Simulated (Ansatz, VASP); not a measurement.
**Pb: VASP beside Ansatz**

```
CELL_PARAMETERS angstrom
3.37690 0.00000 0.00000
0.00000 3.37690 0.00000
0.00000 0.00000 3.37690
ATOMIC_POSITIONS crystal
Pb 0.00000 0.00000 0.00000
```

Alike in both runs: task single point; functional PBE; k mesh 16 × 16 × 16; occupations fermi-dirac, width 0.1 eV; no spin polarisation.

```csv
,VASP,Ansatz
version,VASP 6.6.1,Ansatz 0.2.0
potentials or method,"VASP PAW PBE potentials, release 64 (Pb_d), cutoff 520 eV","plane waves (420 eV) with PAW, scalar-relativistic"
valence electrons in the cell,14,14
```

```tsv
	VASP	Ansatz	Ansatz less VASP
pressure (GPa)	-3.0	-3.0	+0.04
```

Neither program's run includes spin-orbit coupling.
